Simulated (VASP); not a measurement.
Runs of VASP 6.6.1 on Pt. The structure is that of space group Pm-3m (No. 221), or close to it. The cells are those of the table. 

```csv
task,cell,gap on the mesh (eV),pressure (GPa)
relaxation of cell and atoms,"relaxed from a = 2.550 Å, 1 atom",none,0.1
relaxation of cell and atoms,"relaxed to 15 GPa from a = 2.550 Å, 1 atom",none,14.9
relaxation of cell and atoms,"relaxed to 45 GPa from a = 2.550 Å, 1 atom",none,45.0
single point,"a = 2.488 Å, 1 atom",none,(a)
single point,"a = 2.623 Å, 1 atom",none,-0.4
```

Alike in all rows: level PBE; potentials or basis VASP PAW PBE potentials, release 64 (Pt); no spin polarisation; k mesh 10 × 10 × 10; cutoff (eV) 500; smearing gaussian 0.05 eV.

Q: Estimate the missing entries.

A: (a) 44.2.

Caveats: spin-orbit coupling is left out, which moves the levels of the heavy elements; the cell is relaxed towards a set pressure, so the enthalpy falls and the energy may rise (some runs).

A k mesh can miss the band edges, and the runs leave out spin-orbit coupling on Pt.

A gap of «none» marks levels without a gap at the run's occupations.
